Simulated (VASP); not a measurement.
# Mo (Im-3m) in VASP: further runs, part 2 of 2

VASP 6.6.1. The steps go on from the part before.

## Step 4: Single point, HSE06

This run uses another cell than the first one, of 14.99 Å³/atom.

The input, POSCAR:

```
Mo
1.0
   -1.5532151645      1.5532151645      1.5532151645
    1.5532151645     -1.5532151645      1.5532151645
    1.5532151645      1.5532151645     -1.5532151645
Mo
1
Direct
    0.0000000000      0.0000000000      0.0000000000
```

The input, INCAR.step1:

```
SYSTEM = Mo
  PREC = Accurate
  ENCUT = 520
  EDIFF = 1E-5
  ISMEAR = -1
  SIGMA = 0.1
  LREAL = .False.
  LASPH = .True.
  NELM = 60
  ALGO = Normal
  ISIF = 2
  LWAVE = .True.
  NBANDS = 13
  GGA = PE
```

The input, INCAR.step2:

```
SYSTEM = Mo
  PREC = Accurate
  ENCUT = 520
  EDIFF = 1E-7
  ISMEAR = -1
  SIGMA = 0.1
  LREAL = .False.
  LASPH = .True.
  NELM = 60
  ALGO = Normal
  ISIF = 2
  LWAVE = .False.
  LCHARG = .True.
  GGA = PE
  LHFCALC = .True.
  HFSCREEN = 0.2079
  PRECFOCK = Normal
  LELF = .True.
  LVHAR = .True.
  NBANDS = 13
  ISTART = 1
```

The input, KPOINTS:

```
Automatic mesh
0
Gamma
  6 6 6
  0 0 0
```

Potentials or basis: VASP PAW PBE potentials, release 64 (Mo_sv).

The run is started by

```
cat potpaw_PBE.64/Mo_sv/POTCAR > POTCAR
cp INCAR.step1 INCAR
mpirun -np 1 vasp_std > vasp.out
cp INCAR.step2 INCAR
mpirun -np 1 vasp_std > vasp.out
```

OUTCAR:

```text
SYSTEM = Mo
   PREC = Accurate
   ENCUT = 520
   EDIFF = 1E-7
   ISMEAR = -1
   LREAL = .False.
   LASPH = .True.
   NELM = 60
   ISIF = 2
   GGA = PE
   LHFCALC = .True.
   HFSCREEN = 0.2079
   PRECFOCK = Normal
   ISTART = 1

 ion  position               nearest neighbor table
   1  0.000  0.000  0.000-

  LATTYP: Found a body centered cubic cell.
 ALAT       =     3.1064303290

  Lattice vectors:

 A1 = (  -1.5532151645,   1.5532151645,   1.5532151645)
 A2 = (   1.5532151645,  -1.5532151645,   1.5532151645)
 A3 = (   1.5532151645,   1.5532151645,  -1.5532151645)

Analysis of symmetry for initial positions (statically):
=====================================================================
 Subroutine PRICEL returns:
 Original cell was already a primitive cell.

 Routine SETGRP: Setting up the symmetry group for a
 body centered cubic supercell.

 Subroutine GETGRP returns: Found 48 space group operations
 (whereof 48 operations were pure point group operations)
 out of a pool of 48 trial point group operations.

[... 164 lines left out ...]

 k-point     1 :       0.0000    0.0000    0.0000
  band No.  band energies     occupation
      1     -52.3281      2.00000
      2     -23.9428      2.00000
      3     -23.9428      2.00000
      4     -23.9428      2.00000
      5       4.6317      2.00000
      6      11.3326      2.00000
      7      11.3326      2.00000
      8      11.3326      2.00000
      9      15.6582      0.00000
     10      15.6582      0.00000
     11      28.9649      0.00000
     12      28.9649      0.00000
     13      28.9649      0.00000
[... 226 lines left out ...]
  band No.  band energies     occupation
      1     -51.7315      2.00000
      2     -25.1499      2.00000
      3     -25.1499      2.00000
      4     -25.1499      2.00000
      5       6.6362      2.00000
      6       6.6362      2.00000
      7      18.0548      0.00000
      8      18.0548      0.00000
      9      18.0548      0.00000
     10      23.3104      0.00000
     11      23.3104      0.00000
     12      23.3104      0.00000
     13      35.0078      0.00000

------------------------ aborting loop because EDIFF is reached ----------------------------------------

  FORCE on cell =-STRESS in cart. coord.  units (eV):
  Direction    XX          YY          ZZ          XY          YZ          ZX
  --------------------------------------------------------------------------------------
  -------------------------------------------------------------------------------------
  Total        0.7726086      0.7726086      0.7726086     -0.0000000     -0.0000000      0.0000000
  in kB       82.5876837     82.5876837     82.5876837     -0.0000000     -0.0000000      0.0000000
  external PRESSURE =      82.5876837 kB  Pullay stress =       0.0000000 kB

 VOLUME and BASIS-vectors are now :
 -----------------------------------------------------------------------------
  energy-cutoff  :      520.00
  volume of cell :       14.99
      direct lattice vectors                 reciprocal lattice vectors
    -1.553215165  1.553215165  1.553215165     0.000000000  0.321912901  0.321912901
     1.553215165 -1.553215165  1.553215165     0.321912901  0.000000000  0.321912901
     1.553215165  1.553215165 -1.553215165     0.321912901  0.321912901  0.000000000

 POSITION                                       TOTAL-FORCE (eV/Angst)
 -----------------------------------------------------------------------------------
      0.00000      0.00000      0.00000         0.000000      0.000000     -0.000000
 -----------------------------------------------------------------------------------
    total drift:                               -0.000000     -0.000000     -0.000000

  FREE ENERGIE OF THE ION-ELECTRON SYSTEM (eV)
  ---------------------------------------------------
  free  energy   TOTEN  =       -12.9596114832 eV

  energy  without entropy=      -12.9558978334  energy(sigma->0) =      -12.95775466
```

OSZICAR.step1:

```text
N       E                     dE             d eps       ncg     rms          rms(c)
DAV:   1     0.917407428966E+02    0.91741E+02   -0.82920E+03   424   0.112E+03
DAV:   2    -0.105447602224E+02   -0.10229E+03   -0.98061E+02   471   0.311E+02
DAV:   3    -0.115865437451E+02   -0.10418E+01   -0.10400E+01   461   0.323E+01
DAV:   4    -0.115889336221E+02   -0.23899E-02   -0.23899E-02   451   0.184E+00
DAV:   5    -0.115889499012E+02   -0.16279E-04   -0.16278E-04   476   0.132E-01    0.162E+01
DAV:   6    -0.110550474341E+02    0.53390E+00   -0.63824E-01   421   0.995E+00    0.484E+00
DAV:   7    -0.109697245056E+02    0.85323E-01   -0.15495E-01   436   0.471E+00    0.909E-01
DAV:   8    -0.109656472147E+02    0.40773E-02   -0.38953E-03   421   0.796E-01    0.192E-01
DAV:   9    -0.109657015034E+02   -0.54289E-04   -0.88084E-05   446   0.115E-01    0.904E-02
DAV:  10    -0.109657099182E+02   -0.84148E-05   -0.14080E-05   349   0.462E-02
   1 F= -.10965710E+02 E0= -.10959684E+02  d E =-.120519E-01
```

It took 12 min on 1 thread of AMD EPYC 7R13 (Zen 3), shared host; peak memory 0.2 GiB.

Results:

```
Free energy            : -12.9596 eV
Pressure               : 8.3 GPa
Band gap on the k mesh : zero (bands 7 and 8 overlap by 6.72 eV)
```

Caveat: the k points lie up to 0.48 Å⁻¹ apart, too coarse for converged energies and pressures of a metal; the PAW data sets were made with another functional, which shifts forces and pressure a little.

## Step 5: Single point, HSE06

This run uses another cell than the first one, of 15.46 Å³/atom.

The input, POSCAR:

```
Mo
1.0
   -1.5693956536      1.5693956536      1.5693956536
    1.5693956536     -1.5693956536      1.5693956536
    1.5693956536      1.5693956536     -1.5693956536
Mo
1
Direct
    0.0000000000      0.0000000000      0.0000000000
```

The input, INCAR.step1:

```
ALGO = Normal ; EDIFF = 1E-5
ENCUT = 520 ; GGA = PE
ISIF = 2 ; ISMEAR = -1
LASPH = True ; LCHARG = False
LREAL = False ; LWAVE = True
NBANDS = 13 ; NELM = 60
PREC = Accurate ; SIGMA = 0.1
```

The input, INCAR.step2:

```
ALGO = Normal ; EDIFF = 1E-6
ENCUT = 520 ; GGA = PE
HFSCREEN = 0.2079 ; ISIF = 2
ISMEAR = -1 ; ISTART = 1
LASPH = True ; LCHARG = False
LHFCALC = True ; LREAL = False
LWAVE = False ; NBANDS = 13
NELM = 60 ; PREC = Accurate
PRECFOCK = Normal ; SIGMA = 0.1
```

The input, KPOINTS:

```
k-points
0
Gamma
  6 6 6
```

The run is started by

```
cat potpaw_PBE.64/Mo_sv/POTCAR > POTCAR
cp INCAR.step1 INCAR
mpirun -np 1 vasp_std > vasp.out
cp INCAR.step2 INCAR
mpirun -np 1 vasp_std > vasp.out
```

It took 19 min on 1 thread of AMD EPYC 7R13, shared host; peak memory 0.2 GiB.

Results (log left out):

```yaml
Free_energy: -12.9697 eV
Pressure: -1.4 GPa
Band_gap_on_the_k_mesh: zero (bands 7 and 8 overlap by 6.45 eV)
```

Levels at points of the mesh, in eV from the Fermi level:
| k point | band 3 | band 4 | band 5 | band 6 | band 7 | band 8 | band 9 | band 10 | band 11 | band 12 |
| --- | --- | --- | --- | --- | --- | --- | --- | --- | --- | --- |
| (0.00, 0.00, 0.00) | -37.15 | -37.15 | -8.39 | -1.73 | -1.73 | -1.73 | 2.47 | 2.47 | 15.79 | 15.79 |
| (0.50, 0.00, 0.00) | -37.66 | -37.14 | -6.21 | -4.08 | 1.51 | 2.44 | 3.13 | 5.53 | 12.82 | 12.92 |
| (0.50, 0.50, 0.50) | -38.25 | -38.25 | -6.21 | -6.21 | 4.73 | 4.73 | 4.73 | 9.91 | 9.91 | 9.91 |

Caveat: the k points lie up to 0.47 Å⁻¹ apart, too coarse for converged energies and pressures of a metal; the PAW data sets were made with another functional, which shifts forces and pressure a little.

## Step 6: Single point, HSE06

This run uses another cell than the first one, of 15.46 Å³/atom.

POSCAR is that of step 5.

The input, INCAR.step1:

```
SYSTEM = Mo
  ALGO = Normal
  EDIFF = 1E-5
  ENCUT = 520
  GGA = PE
  ISIF = 2
  ISMEAR = -1
  LASPH = .True.
  LCHARG = .False.
  LREAL = .False.
  LWAVE = .True.
  NBANDS = 13
  NELM = 80
  PREC = Accurate
  SIGMA = 0.1
```

The input, INCAR.step2:

```
SYSTEM = Mo
  ALGO = Normal
  EDIFF = 1E-7
  ENCUT = 520
  GGA = PE
  HFSCREEN = 0.2079
  ISIF = 2
  ISMEAR = -1
  ISTART = 1
  LASPH = .True.
  LCHARG = .False.
  LHFCALC = .True.
  LREAL = .False.
  LWAVE = .False.
  NBANDS = 13
  NELM = 80
  PREC = Accurate
  PRECFOCK = Normal
  SIGMA = 0.1
```

The input, KPOINTS:

```
k-points
0
Gamma
  6 6 6
  0 0 0
```

Potentials or basis: VASP PAW PBE potentials, release 64 (Mo_sv).

The run is started by

```
cat potpaw_PBE.64/Mo_sv/POTCAR > POTCAR
cp INCAR.step1 INCAR
mpirun -np 1 vasp_std > vasp.out
cp INCAR.step2 INCAR
mpirun -np 1 vasp_std > vasp.out
```

Run time: 26 min. Hardware: 1 thread of AMD EPYC 7R13, shared host; peak memory 0.2 GiB.

Results (log left out):

* Free energy: -12.9697 eV
* Pressure: -1.4 GPa
* Band gap on the k mesh: zero (bands 7 and 8 overlap by 6.45 eV)

Levels at points of the mesh, in eV from the Fermi level:
```tsv
k point	band 5	band 6	band 7	band 8	band 9	band 10
(0.00, 0.00, 0.00)	-8.39	-1.73	-1.73	-1.73	2.47	2.47
(0.50, 0.00, 0.00)	-6.21	-4.08	1.51	2.44	3.13	5.53
(0.50, 0.50, 0.50)	-6.22	-6.22	4.73	4.73	4.73	9.91
```

Caveat: the k points lie up to 0.47 Å⁻¹ apart, too coarse for converged energies and pressures of a metal; the PAW data sets were made with another functional, which shifts forces and pressure a little.

## Step 7: Single point, HSE06

This run uses another cell than the first one, of 15.94 Å³/atom.

The input, POSCAR:

```
Mo
1.0
   -1.5852492080      1.5852492080      1.5852492080
    1.5852492080     -1.5852492080      1.5852492080
    1.5852492080      1.5852492080     -1.5852492080
Mo
1
Direct
    0.0000000000      0.0000000000      0.0000000000
```

The input, INCAR.step1:

```
ALGO = Normal
EDIFF = 1E-5
ENCUT = 520
GGA = PE
ISIF = 2
ISMEAR = -1
LASPH = T
LCHARG = F
LREAL = F
LWAVE = T
NBANDS = 13
NELM = 100
PREC = Accurate
SIGMA = 0.1
```

The input, INCAR.step2:

```
ALGO = Normal
EDIFF = 1E-6
ENCUT = 520
GGA = PE
HFSCREEN = 0.2079
ISIF = 2
ISMEAR = -1
ISTART = 1
LASPH = T
LCHARG = F
LHFCALC = T
LREAL = F
LWAVE = F
NBANDS = 13
NELM = 100
PREC = Accurate
PRECFOCK = Normal
SIGMA = 0.1
```

The input, KPOINTS:

```
k-points
0
Gamma
  6 6 6
```

Potentials or basis: VASP PAW PBE potentials, release 64 (Mo_sv).

The run is started by

```
cat potpaw_PBE.64/Mo_sv/POTCAR > POTCAR
cp INCAR.step1 INCAR
mpirun -np 1 vasp_std > vasp.out
cp INCAR.step2 INCAR
mpirun -np 1 vasp_std > vasp.out
```

OUTCAR:

```text
EDIFF = 1E-6
   ENCUT = 520
   GGA = PE
   HFSCREEN = 0.2079
   ISIF = 2
   ISMEAR = -1
   ISTART = 1
   LASPH = T
   LHFCALC = T
   LREAL = F
   NELM = 100
   PREC = Accurate
   PRECFOCK = Normal

 ion  position               nearest neighbor table
   1  0.000  0.000  0.000-

  LATTYP: Found a body centered cubic cell.
 ALAT       =     3.1704984160

  Lattice vectors:

 A1 = (  -1.5852492080,   1.5852492080,   1.5852492080)
 A2 = (   1.5852492080,  -1.5852492080,   1.5852492080)
 A3 = (   1.5852492080,   1.5852492080,  -1.5852492080)

Analysis of symmetry for initial positions (statically):
=====================================================================
 Subroutine PRICEL returns:
 Original cell was already a primitive cell.

 Routine SETGRP: Setting up the symmetry group for a
 body centered cubic supercell.

 Subroutine GETGRP returns: Found 48 space group operations
 (whereof 48 operations were pure point group operations)
 out of a pool of 48 trial point group operations.

The static configuration has the point symmetry O_h .

Analysis of symmetry for dynamics (positions and initial velocities):
=====================================================================
 Subroutine PRICEL returns:
 Original cell was already a primitive cell.

 Routine SETGRP: Setting up the symmetry group for a
 body centered cubic supercell.

 Subroutine GETGRP returns: Found 48 space group operations
 (whereof 48 operations were pure point group operations)
 out of a pool of 48 trial point group operations.

The dynamic configuration has the point symmetry O_h .

 Subroutine INISYM returns: Found 48 space group operations
 (whereof 48 operations are pure point group operations),
 and found     1 'primitive' translations

[... 115 lines left out ...]
   AEXX    =    0.2500 exact exchange contribution
   HFSCREEN=    0.2079 screening length (either q_TF or 0.3 A-1)
   HFSCREENC=   0.2079 screening length for correlation (either q_TF or 0.3 A-1)
   ENCUTFOCK=  -1.0 apply spherical cutoff to Coloumb kernel
   IVDW    =     0    specifies the selected vdW correction
   LEPSILON=     F    determine dielectric tensor
   LRPA    =     F    only Hartree local field effects (RPA)
 non-spin polarized calculation
  energy-cutoff  :      520.00
  volume of cell :       15.94
 maximum number of plane-waves:       438
  NGX = 16; NGY = 16; NGZ = 16

 number of electron      14.0000005 magnetization

 Free energy of the ion-electron system (eV)
  ---------------------------------------------------
  ext. energy  EPLUGINS =         0.00000000
  ---------------------------------------------------
  free energy    TOTEN  =       -12.95334336 eV

  energy without entropy =      -12.94897195  energy(sigma->0) =      -12.95115765

 E-fermi :  12.1391     XC(G=0): -10.8366

 val. band max:       11.7957111974   @ k =   0.1667   0.0000   0.0000
 cond. band min:      12.5294659452   @ k =  -0.3333   0.3333   0.1667
 fundamental gap:      0.7337547477
 Fermi energy:        12.1390537647

 k-point     1 :       0.0000    0.0000    0.0000
  band No.  band energies     occupation
      1     -53.3147      2.00000
      2     -25.0858      2.00000
      3     -25.0858      2.00000
      4     -25.0858      2.00000
      5       3.8560      2.00000
      6      10.4659      2.00000
      7      10.4659      2.00000
      8      10.4659      2.00000
      9      14.5486      0.00000
     10      14.5486      0.00000
     11      27.8657      0.00000
     12      27.8657      0.00000
     13      27.8657      0.00000
[... 226 lines left out ...]
  band No.  band energies     occupation
      1     -52.8407      2.00000
      2     -26.0972      2.00000
      3     -26.0972      2.00000
      4     -26.0972      2.00000
      5       6.1770      2.00000
      6       6.1770      2.00000
      7      16.6699      0.00000
      8      16.6699      0.00000
      9      16.6699      0.00000
     10      21.7974      0.00000
     11      21.7974      0.00000
     12      21.7974      0.00000
     13      32.7235      0.00000

------------------------ aborting loop because EDIFF is reached ----------------------------------------

  FORCE on cell =-STRESS in cart. coord.  units (eV):
  Direction    XX          YY          ZZ          XY          YZ          ZX
  --------------------------------------------------------------------------------------
  -------------------------------------------------------------------------------------
  Total       -0.9518712     -0.9518712     -0.9518712     -0.0000000     -0.0000000      0.0000000
  in kB      -95.7053366    -95.7053366    -95.7053366     -0.0000000     -0.0000000      0.0000000
  external PRESSURE =     -95.7053366 kB  Pullay stress =       0.0000000 kB

 VOLUME and BASIS-vectors are now :
 -----------------------------------------------------------------------------
  energy-cutoff  :      520.00
  volume of cell :       15.94
      direct lattice vectors                 reciprocal lattice vectors
    -1.585249208  1.585249208  1.585249208     0.000000000  0.315407822  0.315407822
     1.585249208 -1.585249208  1.585249208     0.315407822  0.000000000  0.315407822
     1.585249208  1.585249208 -1.585249208     0.315407822  0.315407822  0.000000000

 POSITION                                       TOTAL-FORCE (eV/Angst)
 -----------------------------------------------------------------------------------
      0.00000      0.00000      0.00000         0.000000      0.000000      0.000000
 -----------------------------------------------------------------------------------
    total drift:                                0.000000      0.000000      0.000000

  FREE ENERGIE OF THE ION-ELECTRON SYSTEM (eV)
  ---------------------------------------------------
  free  energy   TOTEN  =       -12.9533433562 eV

  energy  without entropy=      -12.9489719459  energy(sigma->0) =      -12.95115765
```

Run time: 16 min. Hardware: 1 thread of AMD EPYC 7R13, shared host; peak memory 0.2 GiB.

Results:

| Property | Result |
| --- | --- |
| Free energy | -12.9533 eV |
| Pressure | -9.6 GPa |
| Band gap on the k mesh | zero (bands 7 and 8 overlap by 6.20 eV) |

Caveat: the k points lie up to 0.47 Å⁻¹ apart, too coarse for converged energies and pressures of a metal; the PAW data sets were made with another functional, which shifts forces and pressure a little.

## Step 8: Overview

```csv
cell,gap on the mesh (eV),pressure (GPa)
"a = 2.662 Å, angles 109.5°, 1 atom",none,19.6
"a = 2.690 Å, angles 109.5°, 1 atom",none,8.3
"a = 2.718 Å, angles 109.5°, 1 atom",none,-1.4
"a = 2.746 Å, angles 109.5°, 1 atom",none,-9.6
```

Alike in all rows: task single point; level HSE06; potentials or basis VASP PAW PBE potentials, release 64 (Mo_sv); no spin polarisation; k mesh 6 × 6 × 6; cutoff (eV) 520; smearing fermi-dirac 0.1 eV.

Caveats: all runs use coarse meshes; the PAW data sets were made with another functional, which shifts forces and pressure a little.

Total energies depend on the potentials used, so only differences within one code and one set of settings carry meaning.
